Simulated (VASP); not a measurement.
Wanted: the native input for a VASP 6.6.1 run.

- Task: single point
- Functional: r2SCAN
- Potentials or basis: VASP PAW PBE potentials, release 64 (Au)
- Cutoff: 520 eV
- k mesh: 11 × 11 × 11
- Occupations: fermi-dirac, width 0.05 eV
- Spin: no spin polarisation
- Dipole correction: no
- Further INCAR settings: ALGO = Normal; EDIFF = 1e-06; NBANDS = 12

Au:

```
CELL_PARAMETERS angstrom
0.00000 2.02134 2.02134
2.02134 0.00000 2.02134
2.02134 2.02134 0.00000
ATOMIC_POSITIONS crystal
Au 0.00000 0.00000 0.00000
```

These files were run (other wordings do the same):

POSCAR

```
Au
1.0
    0.0000000000      2.0213418704      2.0213418704
    2.0213418704      0.0000000000      2.0213418704
    2.0213418704      2.0213418704      0.0000000000
Au
1
Direct
    0.0000000000      0.0000000000      0.0000000000
```

INCAR.step1

```
SYSTEM = Au
PREC = Accurate
ENCUT = 520
ISMEAR = -1
SIGMA = 0.05
LREAL = .False.
LASPH = .True.
NELM = 80
NBANDS = 12
GGA = PE
ALGO = Normal
EDIFF = 1E-4
LWAVE = .True.
LCHARG = .False.
```

INCAR.step2

```
SYSTEM = Au
PREC = Accurate
ENCUT = 520
EDIFF = 1E-6
ISMEAR = -1
SIGMA = 0.05
LREAL = .False.
LASPH = .True.
NELM = 80
ALGO = Normal
ISIF = 2
LWAVE = .False.
LCHARG = .True.
METAGGA = R2SCAN
LMIXTAU = .True.
LELF = .True.
LVHAR = .True.
NBANDS = 12
ISTART = 1
```

KPOINTS

```
Automatic mesh
0
Gamma
  11 11 11
  0 0 0
```

Potentials or basis: VASP PAW PBE potentials, release 64 (Au).

Command:

```bash
$ cat potpaw_PBE.64/Au/POTCAR > POTCAR
$ cp INCAR.step1 INCAR
$ mpirun -np 1 vasp_std > vasp.out
$ cp INCAR.step2 INCAR
$ mpirun -np 1 vasp_std > vasp.out
```

It gave:

- Pressure: 11.4 GPa

Caveat: the PAW data sets were made with another functional, which shifts forces and pressure a little.

It took 32 s on 1 thread of AMD EPYC 9R45 96-Core Processor (Zen 5) (shared host), peak memory 0.12 GiB.
